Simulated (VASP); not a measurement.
Here is a VASP 6.6.1 calculation.

File INCAR:

```
SYSTEM = Rb2Pd
PREC = Accurate ; ENCUT = 520
EDIFF = 1E-7 ; ISMEAR = 0
SIGMA = 0.05 ; LREAL = .FALSE.
LASPH = .TRUE. ; NELM = 100
ALGO = Normal ; ISIF = 2
LWAVE = .FALSE. ; LCHARG = .FALSE.
GGA = PS ; NBANDS = 21
```

The input KPOINTS:

```
Automatic mesh
0
G
  6 6 6
  0 0 0
```

Contents of POSCAR:

```
Rb2Pd
1.0
    0.0000000000      3.6868464310      4.5836469142
    3.6868464310      0.0000000000      4.5836469142
    3.6868464310      3.6868464310      0.0000000000
Rb Pd
2 1
Direct
    0.2500000000      0.2500000000      0.2500000000
    0.7500000000      0.7500000000      0.7500000000
    0.0000000000      0.0000000000      0.0000000000
```

Potentials or basis: VASP PAW PBE potentials, release 64 (Rb_sv, Pd).

Command:

```console
$ cat potpaw_PBE.64/Rb_sv/POTCAR potpaw_PBE.64/Pd/POTCAR > POTCAR
$ mpirun -np 1 vasp_std > vasp.out
```

Question: Predict the pressure.

Answer: 0.0 GPa.

Stress tensor (GPa, compression positive):
```
 1.46  0.00  0.00
 0.00  1.46  0.00
 0.00  0.00 -2.81
```

Caveat: the cell differs from its parent crystal (strain +e along x and -e along y +0.0000, strain +e along z and -e/2 along x and y +0.1500); the PAW data sets were made with another functional, which shifts forces and pressure a little.
